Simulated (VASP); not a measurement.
# ZnS (P6_3mc) in VASP: settings compared, part 2 of 2

VASP 6.6.1.

**4. Single point, PBE**

This run uses another cell than the first one, of 19.56 Å³/atom.

The input, INCAR:

```
SYSTEM = ZnS
PREC = Accurate
ENCUT = 520
EDIFF = 1E-7
ISMEAR = -1
SIGMA = 0.02
LREAL = .False.
LASPH = .True.
NELM = 100
ALGO = Normal
ISIF = 2
LWAVE = .False.
LCHARG = .True.
GGA = PE
LELF = .True.
LVHAR = .True.
NBANDS = 46
```

The input, KPOINTS:

```
regular mesh
0
Gamma
  12 12 2
  0 0 0
```

The input, POSCAR:

```
ZnS
1.0
    3.8076376105      0.0000000000      0.0000000000
   -1.9038188052      3.2975108991      0.0000000000
    0.0000000000      0.0000000000     12.4659011170
Zn S
4 4
Direct
    0.6666666667      0.3333333333      0.7500670996
    0.3333333333      0.6666666667      0.2500670996
    0.0000000000      0.0000000000      0.5001049786
    0.0000000000      0.0000000000      0.0001049786
    0.6666666667      0.3333333333      0.9375878845
    0.3333333333      0.6666666667      0.4375878845
    0.0000000000      0.0000000000      0.6872390373
    0.0000000000      0.0000000000      0.1872390373
```

Potentials or basis: VASP PAW PBE potentials, release 64 (Zn, S).

The run is started by

```sh
> cat potpaw_PBE.64/Zn/POTCAR potpaw_PBE.64/S/POTCAR > POTCAR
> mpirun -np 1 vasp_std > vasp.out
```

OUTCAR:

```text
SYSTEM = ZnS
   PREC = Accurate
   ENCUT = 520
   EDIFF = 1E-7
   ISMEAR = -1
   LREAL = .False.
   LASPH = .True.
   NELM = 100
   ISIF = 2
   GGA = PE

 ion  position               nearest neighbor table
   1  0.667  0.333  0.750-   7 2.33   7 2.33   7 2.33   5 2.34
   2  0.333  0.667  0.250-   8 2.33   8 2.33   8 2.33   6 2.34
   3  0.000  0.000  0.500-   6 2.33   6 2.33   6 2.33   7 2.33
   4  0.000  0.000  0.000-   5 2.33   5 2.33   5 2.33   8 2.33
   5  0.667  0.333  0.938-   4 2.33   4 2.33   4 2.33   1 2.34
   6  0.333  0.667  0.438-   3 2.33   3 2.33   3 2.33   2 2.34
   7  0.000  0.000  0.687-   3 2.33   1 2.33   1 2.33   1 2.33
   8  0.000  0.000  0.187-   4 2.33   2 2.33   2 2.33   2 2.33

  LATTYP: Found a hexagonal cell.
 ALAT       =     3.8076376105
 C/A-ratio  =     3.2739200502

  Lattice vectors:

 A1 = (   3.8076376105,   0.0000000000,   0.0000000000)
 A2 = (  -1.9038188052,   3.2975108991,   0.0000000000)
 A3 = (   0.0000000000,   0.0000000000,  12.4659011170)

Analysis of symmetry for initial positions (statically):
[... 194 lines left out ...]
  band No.  band energies     occupation
      1     -11.0181      2.00000
      2     -10.5932      2.00000
      3     -10.5837      2.00000
      4     -10.0744      2.00000
      5      -4.1817      2.00000
      6      -4.1750      2.00000
[... 1165 lines left out ...]
     45       9.6670      0.00000
     46       9.6670      0.00000

 [... further k-points ...]

------------------------ aborting loop because EDIFF is reached ----------------------------------------

  FORCE on cell =-STRESS in cart. coord.  units (eV):
  Direction    XX          YY          ZZ          XY          YZ          ZX
  --------------------------------------------------------------------------------------
  -------------------------------------------------------------------------------------
  Total        2.3782486      2.3782486      2.3862146      0.0000000      0.0000000      0.0000000
  in kB       24.3445812     24.3445812     24.4261239      0.0000000      0.0000000      0.0000000
  external PRESSURE =      24.3717621 kB  Pullay stress =       0.0000000 kB

 VOLUME and BASIS-vectors are now :
 -----------------------------------------------------------------------------
  energy-cutoff  :      520.00
  volume of cell :      156.52
      direct lattice vectors                 reciprocal lattice vectors
     3.807637611  0.000000000  0.000000000     0.262630035  0.151629522  0.000000000
    -1.903818805  3.297510899  0.000000000     0.000000000  0.303259043  0.000000000
     0.000000000  0.000000000 12.465901117     0.000000000  0.000000000  0.080218830

 POSITION                                       TOTAL-FORCE (eV/Angst)
 -----------------------------------------------------------------------------------
      1.90382      1.09917      9.35026         0.000000     -0.000000      0.000856
     -0.00000      2.19834      3.11731        -0.000000      0.000000      0.000856
      0.00000      0.00000      6.23426        -0.000000     -0.000000      0.003418
      0.00000      0.00000      0.00131        -0.000000     -0.000000      0.003418
      1.90382      1.09917     11.68788        -0.000000     -0.000000     -0.001620
     -0.00000      2.19834      5.45493        -0.000000     -0.000000     -0.001620
      0.00000      0.00000      8.56705        -0.000000     -0.000000     -0.002654
      0.00000      0.00000      2.33410         0.000000     -0.000000     -0.002654
 -----------------------------------------------------------------------------------
    total drift:                               -0.000001     -0.000003      0.000793

  FREE ENERGIE OF THE ION-ELECTRON SYSTEM (eV)
  ---------------------------------------------------
  free  energy   TOTEN  =       -27.3603303241 eV

  energy  without entropy=      -27.3603303241  energy(sigma->0) =      -27.36033032
```

OSZICAR:

```text
N       E                     dE             d eps       ncg     rms          rms(c)
DAV:   1     0.598078448777E+03    0.59808E+03   -0.33179E+04  3496   0.190E+03
DAV:   2     0.523615600136E+02   -0.54572E+03   -0.52429E+03  3504   0.439E+02
DAV:   3    -0.252752229941E+02   -0.77637E+02   -0.76515E+02  3866   0.153E+02
DAV:   4    -0.290100718836E+02   -0.37348E+01   -0.37195E+01  4254   0.335E+01
DAV:   5    -0.290694527626E+02   -0.59381E-01   -0.59344E-01  4152   0.430E+00    0.141E+01
DAV:   6    -0.273244024184E+02    0.17451E+01   -0.35904E+00  5390   0.418E+01    0.108E+01
DAV:   7    -0.274407896871E+02   -0.11639E+00   -0.46854E+00  3898   0.851E+00    0.403E+00
DAV:   8    -0.273624640065E+02    0.78326E-01   -0.28345E-01  4446   0.455E+00    0.130E+00
DAV:   9    -0.273596813285E+02    0.27827E-02   -0.88851E-02  4502   0.259E+00    0.410E-01
DAV:  10    -0.273598363034E+02   -0.15497E-03   -0.36134E-03  4180   0.776E-01    0.227E-01
DAV:  11    -0.273602647685E+02   -0.42847E-03   -0.75004E-04  4590   0.326E-01    0.996E-02
DAV:  12    -0.273603197444E+02   -0.54976E-04   -0.15720E-04  4052   0.273E-01    0.199E-02
DAV:  13    -0.273603238712E+02   -0.41268E-05   -0.29860E-05  4196   0.529E-02    0.124E-02
DAV:  14    -0.273603308344E+02   -0.69632E-05   -0.13651E-05  3832   0.512E-02    0.691E-03
DAV:  15    -0.273603301192E+02    0.71517E-06   -0.37749E-06  4460   0.458E-02    0.269E-03
DAV:  16    -0.273603302732E+02   -0.15400E-06   -0.98200E-07  3920   0.103E-02    0.154E-03
DAV:  17    -0.273603304028E+02   -0.12957E-06   -0.35980E-07  3380   0.130E-02    0.122E-03
DAV:  18    -0.273603303241E+02    0.78742E-07   -0.65971E-08  2162   0.566E-03
   1 F= -.27360330E+02 E0= -.27360330E+02  d E =-.358604E-11
```

stdout:

```text
POSCAR found type information on POSCAR ZnS
 POSCAR found :  2 types and       8 ions
 scaLAPACK will be used
 LDA part: xc-table for (Slater+PW92), standard interpolation
 POSCAR, INCAR and KPOINTS ok, starting setup
 FFT: planning ... GRIDC
 FFT: planning ... GRID_SOFT
 FFT: planning ... GRID
 WAVECAR not read
 entering main loop
```

Run time: 3.2 min. Hardware: 1 thread of Intel Xeon 6975P-C (Granite Rapids), shared host; peak memory 0.38 GiB.

Results:

| Property | Result |
| --- | --- |
| Free energy | -27.3603 eV |
| Pressure | 2.4 GPa |
| Largest force | 0.003 eV/Å |
| Band gap on the k mesh | 2.19 eV |

Forces on the atoms (eV/Å):
```
Zn   0.000  0.000  0.001
Zn   0.000  0.000  0.001
Zn   0.000  0.000  0.003
Zn   0.000  0.000  0.003
S    0.000  0.000 -0.002
S    0.000  0.000 -0.002
S    0.000  0.000 -0.003
S    0.000  0.000 -0.003
```

Levels at points of the mesh, in eV from the valence-band top:
| k point | band 32 | band 33 | band 34 | band 35 | band 36 | band 37 | band 38 | band 39 | band 40 | band 41 |
| --- | --- | --- | --- | --- | --- | --- | --- | --- | --- | --- |
| (0.00, 0.00, 0.00) | -0.47 | -0.47 | -0.04 | 0.00 | 0.00 | 2.19 | 3.22 | 3.42 | 3.67 | 6.34 |
| (0.50, 0.00, 0.00) | -1.62 | -1.62 | -1.60 | -1.13 | -0.88 | 3.32 | 3.36 | 3.76 | 4.35 | 4.89 |
| (0.00, 0.00, 0.50) | -0.77 | -0.15 | -0.15 | -0.15 | -0.15 | 3.04 | 3.04 | 3.34 | 3.34 | 6.29 |
| (0.50, 0.00, 0.50) | -2.07 | -1.53 | -1.53 | -1.12 | -1.12 | 3.70 | 3.70 | 4.04 | 4.04 | 4.69 |

A k mesh can miss the band edges.

**5. Summary**

| level | potentials or basis | cell | gap on the mesh (eV) | pressure (GPa) |
| --- | --- | --- | --- | --- |
| LDA | VASP PAW LDA potentials, release 64 (Zn, S) | a = 3.742, b = 3.742, c = 12.259 Å, angles 90.0, 90.0, 120.0°, 8 atoms, atomic positions A | 2.19 | 0.3 |
| PBEsol | VASP PAW PBE potentials, release 64 (Zn, S) | a = 3.785, b = 3.785, c = 12.392 Å, angles 90.0, 90.0, 120.0°, 8 atoms, atomic positions B | 2.13 | 0.2 |
| PBE | VASP PAW PBE potentials, release 64 (Zn, S) | a = 3.808, b = 3.808, c = 12.466 Å, angles 90.0, 90.0, 120.0°, 8 atoms, atomic positions B | 2.19 | 2.4 |

Alike in all rows: task single point; no spin polarisation; k mesh 12 × 12 × 2; cutoff (eV) 520; smearing fermi-dirac 0.02 eV.

Caveats: the PAW data sets were made with another functional, which shifts forces and pressure a little (at least some runs).

Absolute energies hang on the potentials; compare differences alone.
